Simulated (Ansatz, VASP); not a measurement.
## One calculation of As, two programs

```
CELL_PARAMETERS angstrom
0.00000 2.24997 2.24997
2.24997 0.00000 2.24997
2.24997 2.24997 0.00000
ATOMIC_POSITIONS crystal
As 0.87500 0.87500 0.87500
As 0.12500 0.12500 0.12500
```

Change from the starting cell: volume scaled by 0.4, LAPW.

Alike in both runs: task single point; functional PBE; k mesh 13 × 13 × 13; occupations fermi-dirac, width 0.08 eV; no spin polarisation.

|  | VASP | Ansatz |
| --- | --- | --- |
| version | VASP 6.6.1 | Ansatz 0.2.0 |
| potentials or method | VASP PAW PBE potentials, release 64 (As), cutoff 520 eV | all-electron LAPW, scalar-relativistic |

Ansatz gave:

```
pressure (GPa) : 259.7
```

Q: What did VASP give for the same quantities?

A: Pressure (GPa): 268.7.

Both programs put the cell under a high pressure, so it lies far from rest at this level. Ansatz ran all-electron here, and VASP with PAW potentials.

Noted on VASP's run: the cell as given lies far from equilibrium.
